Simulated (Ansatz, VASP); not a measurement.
# One calculation of HfO2, two programs

File INCAR:

```
ALGO = Normal ; EDIFF = 1E-7
ENCUT = 520 ; GGA = PE
ISIF = 2 ; ISMEAR = -4
LASPH = True ; LCHARG = False
LREAL = False ; LWAVE = False
NBANDS = 18 ; NELM = 80
PREC = Accurate ; SIGMA = 0.1
```

KPOINTS

```
k-points
0
Gamma
  12 12 6
```

The input POSCAR:

```
HfO2
1.0
    3.2522111955      0.0000000000      0.0000000000
   -1.6261055978      2.8164975138      0.0000000000
    0.0000000000      0.0000000000      5.6017024625
Hf O
1 2
Direct
    0.0000000000      0.0000000000      0.0000000000
    0.3333333333      0.6666666667      0.1731211689
    0.6666666667      0.3333333333      0.8268788311
```

Input for Ansatz:

```yaml
crystal:
  lattice:
    - [3.252211195514, 2.886747970106e-11, 0.0]
    - [-1.626105597782, 2.816497513773, 0.0]
    - [0.0, 0.0, 5.6017024625]
  atoms:
    - { symbol: Hf, position: [0.0, 0.0, 0.0] }
    - { symbol: O, position: [0.3333333333333, 0.6666666666667, 0.1731211689] }
    - { symbol: O, position: [0.6666666666667, 0.3333333333333, 0.8268788311] }
basis:
  ecutwfc: 420
  ecutrho_ratio: 4
kpoints:
  mp_grid: { grid: [12, 12, 6] }
hamiltonian:
  xc: pbe
scf:
  occupations: { method: tetrahedron_uncorrected }
  mixing: { preconditioner: local_kerker }
output:
  forces: true
  stress: true
  write_density: true
  write_potential: true
  elf: true
  volumetric_format: npy
```

Alike in both runs: task single point; functional PBE; k mesh 12 × 12 × 6; no spin polarisation.

|  | VASP | Ansatz |
| --- | --- | --- |
| version | VASP 6.6.1 | Ansatz 0.2.0 |
| potentials or method | VASP PAW PBE potentials, release 64 (Hf_pv, O), cutoff 520 eV | scalar-relativistic, plane waves, PAW |
| occupations | tetrahedron | tetrahedron-uncorrected |
| valence electrons in the cell | 22 | 38 |

VASP gave:

```
gap on the k mesh at the Fermi level (eV)                     : 4.77
pressure (GPa)                                                : -2.0
traceless stress, the component that is largest in VASP (GPa) : 0.73
rms of the force components (eV/Å)                            : 0.093
```

**Question.** Estimate Ansatz's values.

**Answer.** gap on the k mesh at the Fermi level (eV): 4.76; pressure (GPa): 0.0; traceless stress, the component that is largest in VASP (GPa): 0.03; rms of the force components (eV/Å): 0.000.

Atom by atom the forces differ by 0.094 eV/Å (rms over components). VASP's potentials hold 22 valence electrons a cell and Ansatz's 38, so a difference there can come from the potentials and not from the codes. Ansatz's warnings: band table not solved further.

Neither program's run includes spin-orbit coupling.
